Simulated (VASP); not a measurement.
# CdF2 in VASP: notebook, part 2 of 3

VASP 6.6.1. The steps go on from the part before.

## (3) Single point, PBEsol (strained and its atoms moved)

File INCAR:

```
PREC = Accurate
ENCUT = 520
EDIFF = 1E-6
ISMEAR = 0
SIGMA = 0.02
LREAL = False
LASPH = True
NELM = 100
ALGO = Normal
ISIF = 2
LWAVE = False
LCHARG = False
GGA = PS
NBANDS = 20
```

File KPOINTS:

```
regular mesh
0
Gamma
  8 8 8
```

File POSCAR:

```
CdF2
1.0
    0.2155200000      2.6973675000      2.6973675000
    2.9128875000      0.0000000000      2.9128875000
    2.9128875000      2.9128875000      0.0000000000
Cd F
1 2
Direct
    0.0000000000      0.0000000000      0.0000000000
    0.1515719959      0.2828093347      0.2828093347
    0.8484280041      0.7171906653      0.7171906653
```

Potentials or basis: VASP PAW PBE potentials, release 64 (Cd, F).

The run is started by

```sh
cat potpaw_PBE.64/Cd/POTCAR potpaw_PBE.64/F/POTCAR > POTCAR
mpirun -np 1 vasp_std > vasp.out
```

OUTCAR:

```text
PREC = Accurate
   ENCUT = 520
   EDIFF = 1E-6
   ISMEAR = 0
   LREAL = False
   LASPH = True
   NELM = 100
   ISIF = 2
   GGA = PS

 ion  position               nearest neighbor table
   1  0.000  0.000  0.000-   2 2.42   3 2.42   3 2.42   3 2.42   2 2.42   2 2.42   3 2.54   2 2.54

   2  0.152  0.283  0.283-   1 2.42   1 2.42   1 2.42   1 2.54
   3  0.848  0.717  0.717-   1 2.42   1 2.42   1 2.42   1 2.54

  LATTYP: Found a trigonal (rhomboedric) cell.
 ALAT       =     3.8207370664
 COS(alpha) =     0.4187631768

  Lattice vectors:

 A1 = (  -2.6973675000,   2.6973675000,  -0.2155200000)
 A2 = (  -2.6973675000,  -0.2155200000,   2.6973675000)
 A3 = (   0.2155200000,   2.6973675000,   2.6973675000)

Analysis of symmetry for initial positions (statically):
=====================================================================
 Subroutine PRICEL returns:
 Original cell was already a primitive cell.

 Routine SETGRP: Setting up the symmetry group for a
 trigonal (rhombohedral) supercell.

 Subroutine GETGRP returns: Found 12 space group operations
 (whereof 12 operations were pure point group operations)
 out of a pool of 12 trial point group operations.

The static configuration has the point symmetry D_3d.

Analysis of symmetry for dynamics (positions and initial velocities):
=====================================================================
 Subroutine PRICEL returns:
 Original cell was already a primitive cell.

 Routine SETGRP: Setting up the symmetry group for a
 trigonal (rhombohedral) supercell.

 Subroutine GETGRP returns: Found 12 space group operations
 (whereof 12 operations were pure point group operations)
 out of a pool of 12 trial point group operations.

The dynamic configuration has the point symmetry D_3d.

 Subroutine INISYM returns: Found 12 space group operations
 (whereof 12 operations are pure point group operations),
 and found     1 'primitive' translations

----------------------------------------------------------------------------------------

                                     Primitive cell

  volume of cell :      43.9452

  direct lattice vectors                    reciprocal lattice vectors
     0.215520000  2.697367500  2.697367500    -0.193079453  0.193079453  0.193079453
     2.912887500  0.000000000  2.912887500     0.178793806 -0.178793806  0.164508158
     2.912887500  2.912887500  0.000000000     0.178793806  0.164508158 -0.178793806

  length of vectors
     3.820737066  4.119445008  4.119445008     0.334423423  0.301657727  0.301657727

  position of ions in fractional coordinates (direct lattice)
     0.000000000  0.000000000  0.000000000
     0.151571996  0.282809335  0.282809335
     0.848428004  0.717190665  0.717190665

  ion indices of the primitive-cell ions
   primitive index   ion index
                 1           1
                 2           2
                 3           3

----------------------------------------------------------------------------------------

 KPOINTS: regular mesh

Automatic generation of k-mesh.
 Grid dimensions read from file:
 generate k-points for:    8    8    8

 Generating k-lattice:

  Cartesian coordinates                     Fractional coordinates (reciprocal lattice)
    -0.024134932  0.024134932  0.024134932     0.125000000  0.000000000  0.000000000
     0.022349226 -0.022349226  0.020563520     0.000000000  0.125000000  0.000000000
     0.022349226  0.020563520 -0.022349226     0.000000000  0.000000000  0.125000000

  Length of vectors
     0.041802928  0.037707216  0.037707216

  Shift w.r.t. Gamma in fractional coordinates (k-lattice)
     0.000000000  0.000000000  0.000000000

 Subroutine IBZKPT returns following result:
 ===========================================

 Found     65 irreducible k-points:

 Following reciprocal coordinates:
            Coordinates               Weight
  0.000000  0.000000  0.000000      1.000000
  0.125000  0.000000  0.000000      2.000000
  0.250000  0.000000  0.000000      2.000000
  0.375000  0.000000  0.000000      2.000000
  0.500000  0.000000  0.000000      1.000000
  0.000000  0.125000  0.000000      6.000000
[... 16 lines left out ...]
  0.125000  0.375000  0.000000      6.000000
  0.250000  0.375000  0.000000      6.000000
 [... further k-points ...]
   k-points           NKPTS =     65   k-points in BZ     NKDIM =     65   number of bands    NBANDS=     20
   number of dos      NEDOS =    301   number of ions     NIONS =      3
   total plane-waves  NPLWV =  28672
   dimension x,y,z NGX =    28 NGY =   32 NGZ =   32
   dimension x,y,z NGXF=    56 NGYF=   64 NGZF=   64
   ions per type =               1   2
   NGX,Y,Z   is equivalent  to a cutoff of  12.18, 12.91, 12.91 a.u.
   NGXF,Y,Z  is equivalent  to a cutoff of  24.37, 25.83, 25.83 a.u.
 SYSTEM =  unknown system
   PREC   = accura    normal or accurate (medium, high low for compatibility)
   ISTART =      0    job   : 0-new  1-cont  2-samecut
   ICHARG =      2    charge: 1-file 2-atom 10-const
   ISPIN  =      1    spin polarized calculation?
   LNONCOLLINEAR =      F non collinear calculations
   LSORBIT =      F    spin-orbit coupling
   LASPH  =      T    aspherical Exc in radial PAW
   ENCUT  =  520.0 eV  38.22 Ry    6.18 a.u.   7.10  7.66  7.66*2*pi/ulx,y,z
   NELM   =    100;   NELMIN=  2; NELMDL= -5     # of ELM steps
   EDIFF  = 0.1E-05   stopping-criterion for ELM
   LREAL  =      F    real-space projection
   EDIFFG = 0.1E-04   stopping-criterion for IOM
   NSW    =      0    number of steps for IOM
   IBRION =     -1    ionic relax: 0-MD 1-quasi-New 2-CG
   NFREE  =      0    steps in history (QN), initial steepest desc. (CG)
   ISIF   =      2    stress and relaxation
   ISYM   =      2    0-nonsym 1-usesym 2-fastsym
   POTIM  = 0.5000    time-step for ionic-motion
   TEBEG  =    0.0;   TEEND  =   0.0 temperature during run
   PSTRESS=    0.0 pullay stress
   NELECT =      26.0000    total number of electrons
   NUPDOWN=      -1.0000    fix difference up-down
   EMIN   =  10.00;   EMAX   =-10.00  energy-range for DOS
   EFERMI =   0.00;   METHOD = LEGACY
   ISMEAR =     0;   SIGMA  =   0.02  broadening in eV -4-tet -1-fermi 0-gaus
   EFERMI_NEDOS =   21; number of points for ismear=-14 and -15
   IALGO  =     38    algorithm
   IMIX   =      4    mixing-type and parameters
     AMIX     =   0.40;   BMIX     =  1.00
     AMIX_MAG =   1.60;   BMIX_MAG =  1.00
  volume/ion in A,a.u.               =      14.65        98.85
  Fermi-wavevector in a.u.,A,eV,Ry     =   1.374344  2.597134 25.698981  1.888822
  Thomas-Fermi vector in A             =   2.499779
   LORBIT       =      0    0 simple, 1 ext, 2 COOP (PROOUT), +10 PAW based schemes
   GGA     = PS    functional components
   LHFCALC =     F    Hartree Fock is set to
   AEXX    =    0.0000 exact exchange contribution
   IVDW    =     0    specifies the selected vdW correction
   LEPSILON=     F    determine dielectric tensor
   LRPA    =     F    only Hartree local field effects (RPA)
 non-spin polarized calculation
 Gauss-broadening in eV      SIGMA  =   0.02
  energy-cutoff  :      520.00
  volume of cell :       43.95
 maximum number of plane-waves:      1200
   NGX = 15   NGY = 15   NGZ = 15

 number of electron      25.9999984 magnetization

 Free energy of the ion-electron system (eV)
  ---------------------------------------------------
  ext. energy  EPLUGINS =         0.00000000
  ---------------------------------------------------
  free energy    TOTEN  =       -11.12530269 eV

  energy without entropy =      -11.12530269  energy(sigma->0) =      -11.12530269

 E-fermi :  -1.8730     XC(G=0): -10.1157

 val. band max:       -2.0201199545   @ k =   0.5000   0.5000   0.0000
 cond. band min:       0.0369370007   @ k =   0.0000   0.0000   0.0000
 fundamental gap:      2.0570569552
 Fermi energy:        -1.8729786435

 k-point     1 :       0.0000    0.0000    0.0000
  band No.  band energies     occupation
      1     -22.3162      2.00000
      2     -21.3413      2.00000
      3      -7.7028      2.00000
      4      -7.7028      2.00000
      5      -7.3670      2.00000
      6      -6.9393      2.00000
[... 12 lines left out ...]
     19      15.9582      0.00000
[... 513 lines left out ...]
      4      -7.2717      2.00000
      5      -7.1272      2.00000
      6      -6.9032      2.00000
[... 12 lines left out ...]
     19      17.3294      0.00000
     20      17.5424      0.00000

 [... further k-points ...]

------------------------ aborting loop because EDIFF is reached ----------------------------------------

  FORCE on cell =-STRESS in cart. coord.  units (eV):
  Direction    XX          YY          ZZ          XY          YZ          ZX
  --------------------------------------------------------------------------------------
  -------------------------------------------------------------------------------------
  Total       -2.6102288     -2.6102288     -2.6102288      0.0808051     -0.0808051      0.0808051
  in kB      -95.1651199    -95.1651199    -95.1651199      2.9460342     -2.9460342      2.9460342
  external PRESSURE =     -95.1651199 kB  Pullay stress =       0.0000000 kB

 VOLUME and BASIS-vectors are now :
 -----------------------------------------------------------------------------
  energy-cutoff  :      520.00
  volume of cell :       43.95
      direct lattice vectors                 reciprocal lattice vectors
     0.215520000  2.697367500  2.697367500    -0.193079453  0.193079453  0.193079453
     2.912887500  0.000000000  2.912887500     0.178793806 -0.178793806  0.164508158
     2.912887500  2.912887500  0.000000000     0.178793806  0.164508158 -0.178793806

 POSITION                                       TOTAL-FORCE (eV/Angst)
 -----------------------------------------------------------------------------------
      0.00000      0.00000      0.00000        -0.000000     -0.000000     -0.000000
      1.68025      1.23264      1.23264        -0.523662      0.523662      0.523662
      4.36104      4.37762      4.37762         0.523662     -0.523662     -0.523662
 -----------------------------------------------------------------------------------
    total drift:                               -0.000000     -0.000000     -0.000000

  FREE ENERGIE OF THE ION-ELECTRON SYSTEM (eV)
  ---------------------------------------------------
  free  energy   TOTEN  =       -11.1253026900 eV

  energy  without entropy=      -11.1253026900  energy(sigma->0) =      -11.12530269
```

OSZICAR:

```text
N       E                     dE             d eps       ncg     rms          rms(c)
DAV:   1     0.193390610237E+03    0.19339E+03   -0.15356E+04  2704   0.130E+03
DAV:   2    -0.401114848625E+01   -0.19740E+03   -0.18921E+03  2860   0.334E+02
DAV:   3    -0.128450861532E+02   -0.88339E+01   -0.88076E+01  2964   0.767E+01
DAV:   4    -0.128845262774E+02   -0.39440E-01   -0.39438E-01  2800   0.532E+00
DAV:   5    -0.128846701102E+02   -0.14383E-03   -0.14383E-03  2964   0.290E-01    0.823E+00
DAV:   6    -0.111366222356E+02    0.17480E+01   -0.42103E+00  3572   0.425E+01    0.605E+00
DAV:   7    -0.111637104595E+02   -0.27088E-01   -0.95017E-01  2692   0.848E+00    0.350E+00
DAV:   8    -0.111414853676E+02    0.22225E-01   -0.25939E-01  2740   0.420E+00    0.923E-01
DAV:   9    -0.111247794271E+02    0.16706E-01   -0.61025E-02  3084   0.235E+00    0.141E-01
DAV:  10    -0.111251717934E+02   -0.39237E-03   -0.39502E-03  2724   0.709E-01    0.137E-01
DAV:  11    -0.111253356352E+02   -0.16384E-03   -0.67266E-04  2852   0.236E-01    0.805E-02
DAV:  12    -0.111253007625E+02    0.34873E-04   -0.28191E-04  2732   0.135E-01    0.208E-02
DAV:  13    -0.111253023925E+02   -0.16300E-05   -0.16399E-05  2900   0.326E-02    0.501E-03
DAV:  14    -0.111253026900E+02   -0.29747E-06   -0.53866E-07  2232   0.500E-03
   1 F= -.11125303E+02 E0= -.11125303E+02  d E =-.205828E-27
```

stdout:

```text
POSCAR found type information on POSCAR CdF
 POSCAR found :  2 types and       3 ions
 scaLAPACK will be used
 -----------------------------------------------------------------------------
|                                                                             |
|                                                                             |
|     You enforced a specific xc type in the INCAR file but a different       |
|     I HOPE YOU KNOW WHAT YOU ARE DOING!                                     |
|                                                                             |
 -----------------------------------------------------------------------------

 LDA part: xc-table for (Slater+PW92), standard interpolation
 POSCAR, INCAR and KPOINTS ok, starting setup
 FFT: planning ... GRIDC
 FFT: planning ... GRID_SOFT
 FFT: planning ... GRID
 WAVECAR not read
 entering main loop
```

Wall time 54 s (1 thread of Intel Xeon Platinum 8259CL at 2.50GHz (Skylake/Cascade Lake), shared host); peak memory 0.2 GiB.

Results:

- Free energy: -11.1253 eV
- Pressure: -9.5 GPa
- Largest force: 0.907 eV/Å
- Band gap on the k mesh: 2.06 eV, indirect (least direct gap 2.82 eV)

Forces in eV/Å, atoms in the order of the input:
```
Cd   0.000  0.000  0.000
F   -0.524  0.524  0.524
F    0.524 -0.524 -0.524
```

Levels at points of the mesh, in eV from the valence-band top:
```tsv
k point	band 11	band 12	band 13	band 14	band 15	band 16
(0.00, 0.00, 0.00)	-0.77	-0.77	-0.77	2.06	11.56	11.56
(0.50, 0.00, 0.00)	-1.26	-0.93	-0.93	5.72	8.39	12.31
(0.00, 0.50, 0.00)	-0.99	-0.87	-0.12	5.71	7.97	12.72
(0.50, 0.50, 0.00)	-0.46	-0.44	0.00	6.49	8.10	11.61
```

Caveat: the cell differs from its parent crystal (strained and its atoms moved); the PAW data sets were made with another functional, which shifts forces and pressure a little.

(Continued in part 3 of 3.)
